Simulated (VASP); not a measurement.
# CaS (Fm-3m) in VASP: a series of runs

CaS is run at these levels: PBE; tasks: electric field gradients.

Program: VASP 6.6.1. These are calculated values, not measurements. Logs are shortened: lines on timing, memory, paths and dates and some standing lists are left out, and cuts for length are marked.

## (1) The cell of the first run

It takes space group Fm-3m (No. 225, cubic). Conventional cell: a = 5.686 Å, b = 5.686 Å, c = 5.686 Å, α = 90.00°, β = 90.00°, γ = 90.00°. Ca (site symmetry m-3m) has 6 S at 2.84 Å within 3.7 Å. Within 3.7 Å of S (site symmetry m-3m) lie 6 Ca at 2.84 Å.

## (2) Electric field gradients, PBE

The input, INCAR:

```
ALGO = Normal ; EDIFF = 1E-8
ENCUT = 400 ; GGA = PE
GGA_COMPAT = F ; ISIF = 2
ISMEAR = -1 ; LASPH = T
LCHARG = F ; LEFG = T
LREAL = F ; LWAVE = F
NBANDS = 15 ; NELM = 120
PREC = Accurate ; SIGMA = 0.01
```

The input, KPOINTS:

```
k-points
0
Gamma
  7 7 7
```

The input, POSCAR:

```
CaS
1.0
    0.0000000000      2.8430000000      2.8430000000
    2.8430000000      0.0000000000      2.8430000000
    2.8430000000      2.8430000000      0.0000000000
Ca S
1 1
Direct
    0.0000000000      0.0000000000      0.0000000000
    0.5000000000      0.5000000000      0.5000000000
```

Potentials or basis: VASP PAW PBE potentials, release 64 (Ca_sv, S).

Command:

```console
$ cat potpaw_PBE.64/Ca_sv/POTCAR potpaw_PBE.64/S/POTCAR > POTCAR
$ mpirun -np 1 vasp_std > vasp.out
```

OUTCAR:

```text
EDIFF = 1E-8
   ENCUT = 400
   GGA = PE
   ISIF = 2
   ISMEAR = -1
   LASPH = T
   LREAL = F
   NELM = 120
   PREC = Accurate

 ion  position               nearest neighbor table
   1  0.000  0.000  0.000-   2 2.84   2 2.84   2 2.84   2 2.84   2 2.84   2 2.84
   2  0.500  0.500  0.500-   1 2.84   1 2.84   1 2.84   1 2.84   1 2.84   1 2.84

  LATTYP: Found a face centered cubic cell.
 ALAT       =     5.6860000000

  Lattice vectors:

 A1 = (   0.0000000000,   2.8430000000,   2.8430000000)
 A2 = (   2.8430000000,   0.0000000000,   2.8430000000)
 A3 = (   2.8430000000,   2.8430000000,   0.0000000000)

Analysis of symmetry for initial positions (statically):
=====================================================================
 Subroutine PRICEL returns:
 Original cell was already a primitive cell.

 Routine SETGRP: Setting up the symmetry group for a
 face centered cubic supercell.

 Subroutine GETGRP returns: Found 48 space group operations
 (whereof 48 operations were pure point group operations)
 out of a pool of 48 trial point group operations.

The static configuration has the point symmetry O_h .

Analysis of symmetry for dynamics (positions and initial velocities):
=====================================================================
 Subroutine PRICEL returns:
 Original cell was already a primitive cell.

 Routine SETGRP: Setting up the symmetry group for a
 face centered cubic supercell.

 Subroutine GETGRP returns: Found 48 space group operations
 (whereof 48 operations were pure point group operations)
 out of a pool of 48 trial point group operations.

The dynamic configuration has the point symmetry O_h .

 Subroutine INISYM returns: Found 48 space group operations
 (whereof 48 operations are pure point group operations),
 and found     1 'primitive' translations

----------------------------------------------------------------------------------------

                                     Primitive cell

  volume of cell :      45.9579

  direct lattice vectors                    reciprocal lattice vectors
     0.000000000  2.843000000  2.843000000    -0.175870559  0.175870559  0.175870559
     2.843000000  0.000000000  2.843000000     0.175870559 -0.175870559  0.175870559
     2.843000000  2.843000000  0.000000000     0.175870559  0.175870559 -0.175870559

  length of vectors
     4.020609158  4.020609158  4.020609158     0.304616744  0.304616744  0.304616744

  position of ions in fractional coordinates (direct lattice)
     0.000000000  0.000000000  0.000000000
     0.500000000  0.500000000  0.500000000

  ion indices of the primitive-cell ions
   primitive index   ion index
                 1           1
                 2           2

----------------------------------------------------------------------------------------

 KPOINTS: k-points

Automatic generation of k-mesh.
 Grid dimensions read from file:
 generate k-points for:    7    7    7

 Generating k-lattice:

  Cartesian coordinates                     Fractional coordinates (reciprocal lattice)
    -0.025124366  0.025124366  0.025124366     0.142857143  0.000000000  0.000000000
     0.025124366 -0.025124366  0.025124366     0.000000000  0.142857143  0.000000000
     0.025124366  0.025124366 -0.025124366     0.000000000  0.000000000  0.142857143

  Length of vectors
     0.043516678  0.043516678  0.043516678

  Shift w.r.t. Gamma in fractional coordinates (k-lattice)
     0.000000000  0.000000000  0.000000000

 Subroutine IBZKPT returns following result:
 ===========================================

 Found     20 irreducible k-points:

 Following reciprocal coordinates:
            Coordinates               Weight
  0.000000  0.000000  0.000000      1.000000
  0.142857  0.000000  0.000000      8.000000
  0.285714  0.000000  0.000000      8.000000
  0.428571  0.000000  0.000000      8.000000
  0.142857  0.142857  0.000000      6.000000
  0.285714  0.142857  0.000000     24.000000
[... 12 lines left out ...]
 -0.428571  0.428571  0.142857     24.000000
 -0.285714  0.428571  0.142857     24.000000
   k-points           NKPTS =     20   k-points in BZ     NKDIM =     20   number of bands    NBANDS=     15
   number of dos      NEDOS =    301   number of ions     NIONS =      2
   total plane-waves  NPLWV =  21952
   dimension x,y,z NGX =    28 NGY =   28 NGZ =   28
   dimension x,y,z NGXF=    56 NGYF=   56 NGZF=   56
   ions per type =               1   1
   NGX,Y,Z   is equivalent  to a cutoff of  11.58, 11.58, 11.58 a.u.
   NGXF,Y,Z  is equivalent  to a cutoff of  23.16, 23.16, 23.16 a.u.
 SYSTEM =  unknown system
   PREC   = accura    normal or accurate (medium, high low for compatibility)
   ISTART =      0    job   : 0-new  1-cont  2-samecut
   ICHARG =      2    charge: 1-file 2-atom 10-const
   ISPIN  =      1    spin polarized calculation?
   LNONCOLLINEAR =      F non collinear calculations
   LSORBIT =      F    spin-orbit coupling
   LASPH  =      T    aspherical Exc in radial PAW
   ENCUT  =  400.0 eV  29.40 Ry    5.42 a.u.   6.56  6.56  6.56*2*pi/ulx,y,z
   NELM   =    120;   NELMIN=  2; NELMDL= -5     # of ELM steps
   EDIFF  = 0.1E-07   stopping-criterion for ELM
   LREAL  =      F    real-space projection
   EDIFFG = 0.1E-06   stopping-criterion for IOM
   NSW    =      0    number of steps for IOM
   IBRION =     -1    ionic relax: 0-MD 1-quasi-New 2-CG
   NFREE  =      0    steps in history (QN), initial steepest desc. (CG)
   ISIF   =      2    stress and relaxation
   ISYM   =      2    0-nonsym 1-usesym 2-fastsym
   POTIM  = 0.5000    time-step for ionic-motion
   TEBEG  =    0.0;   TEEND  =   0.0 temperature during run
   PSTRESS=    0.0 pullay stress
   NELECT =      16.0000    total number of electrons
   NUPDOWN=      -1.0000    fix difference up-down
   EMIN   =  10.00;   EMAX   =-10.00  energy-range for DOS
   EFERMI =   0.00;   METHOD = LEGACY
   ISMEAR =    -1;   SIGMA  =   0.01  broadening in eV -4-tet -1-fermi 0-gaus
   EFERMI_NEDOS =   21; number of points for ismear=-14 and -15
   IALGO  =     38    algorithm
   IMIX   =      4    mixing-type and parameters
     AMIX     =   0.40;   BMIX     =  1.00
     AMIX_MAG =   1.60;   BMIX_MAG =  1.00
  volume/ion in A,a.u.               =      22.98       155.07
  Fermi-wavevector in a.u.,A,eV,Ry     =   1.151670  2.176340 18.045996  1.326343
  Thomas-Fermi vector in A             =   2.288326
   LORBIT       =      0    0 simple, 1 ext, 2 COOP (PROOUT), +10 PAW based schemes
   GGA     = PE    functional components
   LHFCALC =     F    Hartree Fock is set to
   AEXX    =    0.0000 exact exchange contribution
   IVDW    =     0    specifies the selected vdW correction
   LEPSILON=     F    determine dielectric tensor
   LRPA    =     F    only Hartree local field effects (RPA)
 non-spin polarized calculation
  energy-cutoff  :      400.00
  volume of cell :       45.96
 maximum number of plane-waves:       869
 NGX is ok and might be reduce to    28
   NGX = 13   NGY = 13   NGZ = 13

 number of electron      16.0000000 magnetization

 Free energy of the ion-electron system (eV)
  ---------------------------------------------------
  ext. energy  EPLUGINS =         0.00000000
  ---------------------------------------------------
  free energy    TOTEN  =       -10.36230966 eV

  energy without entropy =      -10.36230966  energy(sigma->0) =      -10.36230966

 E-fermi :   3.0832     XC(G=0):  -9.3356

 val. band max:        2.7627036938   @ k =   0.0000   0.0000   0.0000
 cond. band min:       5.1750082691   @ k =   0.4286   0.4286   0.0000
 fundamental gap:      2.4123045752
 Fermi energy:         3.0832264174

 k-point     1 :       0.0000    0.0000    0.0000
  band No.  band energies     occupation
      1     -36.4190      2.00000
      2     -17.3993      2.00000
      3     -17.3993      2.00000
      4     -17.3993      2.00000
      5      -8.5794      2.00000
      6       2.7627      2.00000
      7       2.7627      2.00000
      8       2.7627      2.00000
      9       6.9264      0.00000
     10       6.9264      0.00000
     11       6.9264      0.00000
     12       6.9388      0.00000
     13       7.5245      0.00000
     14       7.5245      0.00000
[... 329 lines left out ...]
      2     -17.4928      2.00000
      3     -17.4917      2.00000
      4     -17.4449      2.00000
      5      -7.8278      2.00000
      6       0.7973      2.00000
      7       0.8770      2.00000
      8       1.4704      2.00000
      9       7.1708      0.00000
     10       8.1247      0.00000
     11       8.9649      0.00000
     12       9.3047      0.00000
     13       9.4842      0.00000
     14      11.5290      0.00000
     15      12.7285      0.00000

------------------------ aborting loop because EDIFF is reached ----------------------------------------

  FORCE on cell =-STRESS in cart. coord.  units (eV):
  Direction    XX          YY          ZZ          XY          YZ          ZX
  --------------------------------------------------------------------------------------
  -------------------------------------------------------------------------------------
  Total        0.2776938      0.2776938      0.2776938      0.0000000      0.0000000      0.0000000
  in kB        9.6809109      9.6809109      9.6809109      0.0000000      0.0000000      0.0000000
  external PRESSURE =       9.6809109 kB  Pullay stress =       0.0000000 kB

 VOLUME and BASIS-vectors are now :
 -----------------------------------------------------------------------------
  energy-cutoff  :      400.00
  volume of cell :       45.96
      direct lattice vectors                 reciprocal lattice vectors
     0.000000000  2.843000000  2.843000000    -0.175870559  0.175870559  0.175870559
     2.843000000  0.000000000  2.843000000     0.175870559 -0.175870559  0.175870559
     2.843000000  2.843000000  0.000000000     0.175870559  0.175870559 -0.175870559

 POSITION                                       TOTAL-FORCE (eV/Angst)
 -----------------------------------------------------------------------------------
      0.00000      0.00000      0.00000         0.000000      0.000000     -0.000000
      2.84300      2.84300      2.84300         0.000000      0.000000      0.000000
 -----------------------------------------------------------------------------------
    total drift:                                0.000000      0.000000      0.000000

  FREE ENERGIE OF THE ION-ELECTRON SYSTEM (eV)
  ---------------------------------------------------
  free  energy   TOTEN  =       -10.3623096642 eV

  energy  without entropy=      -10.3623096642  energy(sigma->0) =      -10.36230966

 Electric field gradients (V/A^2)
---------------------------------------------------------------------
 ion       V_xx      V_yy      V_zz      V_xy      V_xz      V_yz
---------------------------------------------------------------------
   1      -0.000    -0.000     0.000    -0.001    -0.001    -0.001
   2       0.000     0.000     0.000     0.001     0.001     0.001
---------------------------------------------------------------------

 Electric field gradients after diagonalization (V/A^2)
 (convention: |V_zz| > |V_xx| > |V_yy|)
----------------------------------------------------------------------
 ion       V_xx      V_yy      V_zz     asymmetry (V_yy - V_xx)/ V_zz
----------------------------------------------------------------------
   1       0.001     0.001    -0.002       0.000
   2      -0.001    -0.001     0.001       0.000
----------------------------------------------------------------------

           NMR quadrupolar parameters

 Cq : quadrupolar parameter    Cq=e*Q*V_zz/h
 eta: asymmetry parameters     (V_yy - V_xx)/ V_zz
 Q  : nuclear electric quadrupole moment in mb (millibarn)
----------------------------------------------------------------------
 ion       Cq(MHz)       eta       Q (mb)
----------------------------------------------------------------------
   1      -0.000       0.000       1.000
   2       0.000       0.000       1.000
----------------------------------------------------------------------
```

It took 9.8 s on 1 thread of Intel Xeon 8259CL, shared host; peak memory 0.15 GiB.

What came out:

- Free energy: -10.3623 eV
- Pressure: 1.0 GPa
- Band gap on the k mesh: 2.41 eV (least direct gap 3.20 eV)
- Largest electric field gradient by atom: under 0.05 V/Å² on every atom

Caveat: an odd mesh through Γ misses points on the zone boundary, where band edges can lie.

(Part 1 of 3 ends here.)
